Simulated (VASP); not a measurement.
# Co: single point with PBE

Crystal: Co.

```xyz
2
Lattice="-2.1687 2.1687 1.1831 2.1687 -2.1687 1.1831 2.1687 2.1687 -1.1831" Properties=species:S:1:pos:R:3 pbc="T T T"
Co    0.0000    0.0000    0.0000
Co    0.0000    2.1687    0.5915
```

| Item | Value |
| --- | --- |
| Program | VASP 6.6.1 |
| Task | single point |
| Functional | PBE |
| Potentials or basis | VASP PAW PBE potentials, release 64 (Co_sv) |
| Cutoff | 690 eV |
| k mesh | 8 × 8 × 8 |
| Occupations | gaussian, width 0.1 eV |
| Spin | collinear spin, ferromagnetic start |
| Starting moments | [3.0, 3.0] μB |

- Pressure: 15.9 GPa
- Net moment: 3.47 μB per cell
- Site moments: Co +1.75 μB
- Valence electrons inside the program's atomic spheres: Co 15.12

Stress tensor (GPa, compression positive):
```
18.34  0.00  0.00
 0.00 18.34  0.00
 0.00  0.00 11.07
```

Levels at points of the mesh, in eV from the Fermi level:
Spin up:
```
           k point  band 15  band 16  band 17  band 18  band 19  band 20  band 21  band 22  band 23  band 24
(0.00, 0.00, 0.00)    -1.76    -1.71    -1.71    -0.86     0.08     6.27     6.27    12.52    14.28    21.93
(0.50, 0.00, 0.00)    -1.81    -1.67    -0.90    -0.77     1.12     4.60     8.00     8.38    12.47    13.15
(0.50, 0.50, 0.00)    -1.97    -1.97    -1.25    -1.25    -0.97    -0.97    12.64    12.64    15.16    15.16
(0.50, 0.50, 0.50)    -1.62    -1.62    -1.56    -1.56    -1.33    -1.33     4.79     4.79    20.10    20.10
```
Spin down:
```tsv
k point	band 13	band 14	band 15	band 16	band 17	band 18
(0.00, 0.00, 0.00)	-2.08	0.22	0.22	0.26	0.26	1.43
(0.50, 0.00, 0.00)	-0.95	-0.80	-0.79	0.45	0.87	0.90
(0.50, 0.50, 0.00)	-1.75	-1.75	-0.14	-0.14	0.73	0.73
(0.50, 0.50, 0.50)	-1.32	-1.32	-0.04	-0.04	0.41	0.41
```

Run time: 120 s on 1 thread of Intel(R) Xeon(R) Platinum 8259CL CPU @ 2.50GHz (Skylake/Cascade Lake), on a shared host, peak memory 0.22 GiB.

Caveat: the k points lie up to 0.38 Å⁻¹ apart.
